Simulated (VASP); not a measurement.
Li:

```
Li
1.0
    -1.75465    1.75465    1.75465
     1.75465   -1.75465    1.75465
     1.75465    1.75465   -1.75465
Li
1
Direct
  0.00000 0.00000 0.00000
```

```yaml
Program: VASP 6.6.1
Task: relaxation of cell and atoms
Functional: LDA
Potentials_or_basis: VASP PAW LDA potentials, release 64 (Li_sv)
Cutoff: 600 eV
k_mesh: 16 × 16 × 16
Occupations: fermi-dirac, width 0.05 eV
Spin: no spin polarisation
```

At the start: pressure -1.7 GPa; volume 21.61 Å³/atom.

Q: Where does the relaxation end?

A: Over 4 steps the energy falls by 16.7 meV/atom and the volume is 18.70 Å³/atom (-13.5 %); space group Im-3m (No. 229, to 0.1 Å) before and after.

Step by step:
| step | energy change (eV) | largest force (eV/Å) | pressure (GPa) | volume (Å³) |
| --- | --- | --- | --- | --- |
| 1 | 0.0000 | 0.0000 | -1.67 | 21.61 |
| 2 | -0.0066 | 0.0000 | -1.37 | 20.91 |
| 3 | -0.0161 | 0.0000 | -0.36 | 19.22 |
| 4 | -0.0167 | 0.0000 | 0.05 | 18.70 |

Final structure:
```cif
data_structure
_symmetry_space_group_name_H-M 'P 1'
_symmetry_Int_Tables_number 1
_cell_length_a 2.8962
_cell_length_b 2.8962
_cell_length_c 2.8962
_cell_angle_alpha 109.471
_cell_angle_beta 109.471
_cell_angle_gamma 109.471
_cell_volume 18.70
loop_
_atom_site_label
_atom_site_type_symbol
_atom_site_fract_x
_atom_site_fract_y
_atom_site_fract_z
_atom_site_occupancy
Li1 Li 0.00000 0.00000 0.00000 1
```

Caveat: the cutoff is under 1.25 times the usual one of these potentials, so pressure, stress and relaxed cells hold a basis-set (Pulay) error.
